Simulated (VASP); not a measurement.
Crystal: CdS.

```
Cd S
1.0
     3.84104    0.00000    0.00000
    -1.92052    3.32644    0.00000
     0.00000    0.00000    6.44527
Cd S
2 2
Direct
  0.00000 0.00000 0.00000
  0.00000 0.00000 0.50000
  0.33333 0.66667 0.25000
  0.66667 0.33333 0.75000
```

Program: VASP 6.6.1. Alike in all runs: task single point; no spin polarisation; cell as given; cutoff (eV) 520; smearing gaussian 0.01 eV.

**Question.** Order these runs on this cell by their band gap on the k mesh, lowest first.
A. level r2SCAN; potentials or basis VASP PAW PBE potentials, release 64 (Cd, S); k mesh 6 × 6 × 2
B. level PBE; potentials or basis VASP PAW PBE potentials, release 64 (Cd, S); k mesh 6 × 6 × 4
C. level HSE06; potentials or basis VASP PAW PBE potentials, release 64 (Cd, S); k mesh 6 × 6 × 2; grid for exact exchange (PRECFOCK) Normal; screening parameter 0.2079 1/Å
D. level LDA; potentials or basis VASP PAW LDA potentials, release 64 (Cd, S); k mesh 6 × 6 × 2

**Answer.** D (0.40 eV), B (0.63 eV), A (1.24 eV), C (1.64 eV).

Caveats: some runs use coarse meshes.

A k mesh can miss the band edges.
